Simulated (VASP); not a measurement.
Input of a VASP 6.6.1 run:

The input INCAR:

```
PREC     = Accurate       # precision mode
ENCUT    = 520            # plane-wave cutoff, eV
EDIFF    = 1E-6           # SCF threshold, eV
ISMEAR   = -1             # smearing method
SIGMA    = 0.01           # smearing width, eV
LREAL    = F              # projectors in reciprocal space
LASPH    = T              # aspherical terms in the spheres
NELM     = 60             # most SCF steps
ALGO     = Normal         # electronic algorithm
ISIF     = 2              # what is computed and relaxed
LWAVE    = F              # write WAVECAR
LCHARG   = F              # write CHGCAR
GGA      = PS             # functional
NBANDS   = 35             # bands
```

Contents of KPOINTS:

```
regular mesh
0
Gamma
  6 6 6
```

The input POSCAR:

```
SnO2
1.0
   -2.0000690000      2.0000690000      5.1236790000
    2.0000690000     -2.0000690000      5.1236790000
    2.0000690000      2.0000690000     -5.1236790000
Sn O
2 4
Direct
    0.7500000000      0.2500000000      0.5000000000
    0.0000000000      0.0000000000      0.0000000000
    0.7965230000      0.7965230000      0.0000000000
    0.9534770000      0.4534770000      0.5000000000
    0.2034770000      0.2034770000      0.0000000000
    0.5465230000      0.0465230000      0.5000000000
```

Potentials or basis: VASP PAW PBE potentials, release 64 (Sn_d, O).

Command:

```sh
$ cat potpaw_PBE.64/Sn_d/POTCAR potpaw_PBE.64/O/POTCAR > POTCAR
$ mpirun -np 1 vasp_std > vasp.out
```

Problem. What does it give for the pressure?

Solution. 1.3 GPa.

Problem. Estimate the largest force.

Solution. 0.056 eV/Å.

Problem. Estimate the band gap on the k mesh.

Solution. 1.57 eV, indirect (least direct gap 1.94 eV).

Stress tensor (GPa, compression positive):
```
1.55 0.00 0.00
0.00 1.55 0.00
0.00 0.00 0.66
```

Caveat: the PAW data sets were made with another functional, which shifts forces and pressure a little; spin-orbit coupling is left out, which moves the levels of the heavy elements. A k mesh can miss the band edges.
